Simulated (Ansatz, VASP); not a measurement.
**Ag2Sb: VASP beside Ansatz**

```
Ag Sb
1.0
     5.08497    0.00000    0.00000
     0.00000    6.20617    0.00000
     0.00000    0.00000    3.87431
Ag Sb
4 2
Direct
  0.20040 0.37870 0.00000
  0.79960 0.62130 0.00000
  0.70040 0.12130 0.50000
  0.29960 0.87870 0.50000
  0.00000 0.00000 0.00000
  0.50000 0.50000 0.50000
```

Alike in both runs: task single point; functional PBE; k mesh 4 × 4 × 6; occupations gaussian, width 0.1 eV; no spin polarisation.

```csv
,VASP,Ansatz
version,VASP 6.6.1,Ansatz 0.2.0
potentials or method,"VASP PAW PBE potentials, release 64 (Ag, Sb), cutoff 520 eV","scalar-relativistic, plane waves, PAW"
valence electrons in the cell,54,106
```

```tsv
	VASP	Ansatz	Ansatz less VASP
gap on the k mesh at the Fermi level (eV)	none	none	-
pressure (GPa)	24.2	24.5	+0.36
traceless stress, the component that is largest in VASP (GPa)	-0.39	-0.36	+0.035
rms of the force components (eV/Å)	0.227	0.228	+0.0009
```

Atom by atom the forces differ by 0.001 eV/Å (rms over components). A gap of «none» marks a metal or a gap that the smearing closes. The functional is the same, so the differences come from potentials, cutoffs and numerics. VASP's potentials hold 54 valence electrons a cell and Ansatz's 106, so a difference there can come from the potentials and not from the codes.

Spin-orbit coupling is off throughout.
